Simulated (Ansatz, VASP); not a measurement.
One calculation of Al4N5, two programs

File INCAR:

```
SYSTEM = Al4N5
PREC = Accurate ; ENCUT = 520
EDIFF = 1E-6 ; ISMEAR = 0
SIGMA = 0.05 ; LREAL = .FALSE.
LASPH = .TRUE. ; NELM = 150
ALGO = Fast ; ISIF = 2
LWAVE = .FALSE. ; LCHARG = .FALSE.
ISPIN = 2 ; MAGMOM = 0 0 0 0 3 0 0 0 0
LORBIT = 11 ; LDIPOL = .TRUE.
IDIPOL = 3 ; DIPOL = 0.5 0.5 0.356
GGA = PE ; NBANDS = 32
```

The input KPOINTS:

```
regular mesh
0
G
  9 9 1
  0 0 0
```

Contents of POSCAR:

```
Al4N5
1.0
    3.1297683445      0.0000000000      0.0000000000
   -1.5648841723      2.7104588943      0.0000000000
    0.0000000000      0.0000000000     25.0621509606
N Al
5 4
Direct
    0.3333333333      0.6666666667      0.1596032203
    0.6666666667      0.3333333333      0.2597004396
    0.3333333333      0.6666666667      0.3620561642
    0.6666666667      0.3333333333      0.4610505141
    0.5000000000      0.6666666667      0.6277254887
    0.6666666667      0.3333333333      0.1833176549
    0.3333333333      0.6666666667      0.2834148742
    0.6666666667      0.3333333333      0.3814237064
    0.3333333333      0.6666666667      0.4812895341
```

Input for Ansatz:

```yaml
crystal:
  lattice:
    - [3.1297683445, 0.0, 0.0]
    - [-1.5648841723, 2.7104588943, 0.0]
    - [0.0, 0.0, 25.0621509606]
  atoms:
    - { symbol: "N", position: [0.3333333333, 0.6666666667, 0.1596032203] }
    - { symbol: Al, position: [0.6666666667, 0.3333333333, 0.1833176549] }
    - { symbol: "N", position: [0.6666666667, 0.3333333333, 0.2597004396] }
    - { symbol: Al, position: [0.3333333333, 0.6666666667, 0.2834148742] }
    - { symbol: "N", position: [0.3333333333, 0.6666666667, 0.3620561642] }
    - { symbol: Al, position: [0.6666666667, 0.3333333333, 0.3814237064] }
    - { symbol: "N", position: [0.6666666667, 0.3333333333, 0.4610505141] }
    - { symbol: Al, position: [0.3333333333, 0.6666666667, 0.4812895341] }
    - { symbol: "N", position: [0.5, 0.6666666667, 0.6277254887], spin: 3.0 }
basis:
  ecutwfc: 420
kpoints:
  mp_grid: { grid: [9, 9, 1] }
hamiltonian:
  xc: pbe
  pseudopotentials: { kind: paw, azcp: { folder: soft_1 } }
scf:
  occupations: { method: gaussian, width: 0.05 }
output:
  forces: true
  eigenvalues: true
  populations: true
  write_density: true
  write_potential: true
  elf: true
  volumetric_format: npy
magnetization:
  spin_polarized: true
efield:
  axis: 3
  dipole_correction: true
  ramp_width: 0.04
```

Alike in both runs: task single point; functional PBE; k mesh 9 × 9 × 1; occupations gaussian, width 0.05 eV; collinear spin.

|  | VASP | Ansatz |
| --- | --- | --- |
| version | VASP 6.6.1 | Ansatz 0.2.0 |
| potentials or method | VASP PAW PBE potentials, release 64 (N, Al), cutoff 520 eV | scalar-relativistic, plane waves, PAW |
| valence electrons in the cell | 37 | 37 |

Ansatz gave:

* gap on the k mesh at the Fermi level (eV): none
* rms of the force components (eV/Å): 0.870
* net moment per atom (μB): 0.21
* size of the moment on the site where the two differ most (μB): 2.68

**Question.** What did VASP give for the same quantities?

**Answer.** gap on the k mesh at the Fermi level (eV): none; rms of the force components (eV/Å): 0.816; net moment per atom (μB): 0.28; size of the moment on the site where the two differ most (μB): 1.87.

Site moments also hang on the region over which each program counts them. A gap of «none» marks a metal or a gap that the smearing closes. Ansatz's warnings: vacuum below fermi, xc potential rough in thin density.
